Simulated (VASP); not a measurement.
Au, 1 atom in the cell. Symmetry: Fm-3m, No. 225, cubic system. Conventional cell: a = 4.082 Å, b = 4.082 Å, c = 4.082 Å, α = 90.00°, β = 90.00°, γ = 90.00°. Within 3.8 Å of Au (site symmetry m-3m) lie 12 Au at 2.89 Å. 

```yaml
Program: VASP 6.6.1
Task: single point
Functional: PBEsol
Potentials_or_basis: VASP PAW PBE potentials, release 64 (Au)
Cutoff: 520 eV
k_mesh: 17 × 17 × 17
Occupations: fermi-dirac, width 0.05 eV
Spin: no spin polarisation
Dipole_correction: no
Further_INCAR_settings: ALGO = Normal; EDIFF = 1e-07; NBANDS = 12
```

Potentials or basis: VASP PAW PBE potentials, release 64 (Au).

Launch:

```sh
$ cat potpaw_PBE.64/Au/POTCAR > POTCAR
$ mpirun -np 1 vasp_std > vasp.out
```

Hardware: 1 thread of Intel(R) Xeon(R) 6975P-C (Granite Rapids), on a shared host.

Estimate the wall time of this run.

It took 9.2 s on 1 thread of Intel(R) Xeon(R) 6975P-C (Granite Rapids), on a shared host, peak memory 0.16 GiB. Counts: scf iterations 11, k points 165.
